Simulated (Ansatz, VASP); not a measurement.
**One calculation of Os, two programs**

INCAR

```
ALGO     = Fast           # electronic algorithm
EDIFF    = 1E-7           # SCF threshold, eV
ENCUT    = 520            # plane-wave cutoff, eV
GGA      = PE             # functional
ISIF     = 2              # what is computed and relaxed
ISMEAR   = 0              # smearing method
LASPH    = True           # aspherical terms in the spheres
LCHARG   = True           # write CHGCAR
LELF     = True           # ELF
LREAL    = False          # projectors in reciprocal space
LVHAR    = True         
LWAVE    = False          # write WAVECAR
NBANDS   = 15             # bands
NELM     = 100            # most SCF steps
PREC     = Accurate       # precision mode
SIGMA    = 0.15           # smearing width, eV
```

The input KPOINTS:

```
k-points
0
Gamma
  18 18 12
```

The input POSCAR:

```
Os
1.0
    2.7340999755      0.0000000000      0.0000000000
   -1.3670499878      2.3678000353      0.0000000000
    0.0000000000      0.0000000000      4.3197000000
Os
2
Direct
    0.5780987219      0.8458473671      0.2500000000
    0.6666666667      0.3333333333      0.7500000000
```

Input for Ansatz:

```yaml
crystal:
  lattice:
    - [2.7340999755, 0.0, 0.0]
    - [-1.3670499878, 2.3678000353, 0.0]
    - [0.0, 0.0, 4.3197]
  atoms:
    - { symbol: Os, position: [0.5780987219, 0.8458473671, 0.25] }
    - { symbol: Os, position: [0.6666666667, 0.3333333333, 0.75] }
basis:
  ecutwfc: 420
kpoints:
  mp_grid: { grid: [18, 18, 12] }
hamiltonian:
  xc: pbe
scf:
  occupations: { method: gaussian, width: 0.15 }
output:
  forces: true
  stress: true
  eigenvalues: true
```

Alike in both runs: task single point; functional PBE; k mesh 18 × 18 × 12; occupations gaussian, width 0.15 eV; no spin polarisation.

|  | VASP | Ansatz |
| --- | --- | --- |
| version | VASP 6.6.1 | Ansatz 0.2.0 |
| potentials or method | VASP PAW PBE potentials, release 64 (Os), cutoff 520 eV | scalar-relativistic, plane waves, PAW |
| valence electrons in the cell | 16 | 32 |

Ansatz gave:

```
gap on the k mesh at the Fermi level (eV)                     : none
pressure (GPa)                                                : 25.2
traceless stress, the component that is largest in VASP (GPa) : 24.81
rms of the force components (eV/Å)                            : 1.686
```

Q: What did VASP give for the same quantities?

A: gap on the k mesh at the Fermi level (eV): none; pressure (GPa): 25.6; traceless stress, the component that is largest in VASP (GPa): 24.49; rms of the force components (eV/Å): 1.678.

Atom by atom the forces differ by 0.018 eV/Å (rms over components). A gap of «none» marks a metal or a gap that the smearing closes. VASP's potentials hold 16 valence electrons a cell and Ansatz's 32, so a difference there can come from the potentials and not from the codes.

Spin-orbit coupling is off throughout.
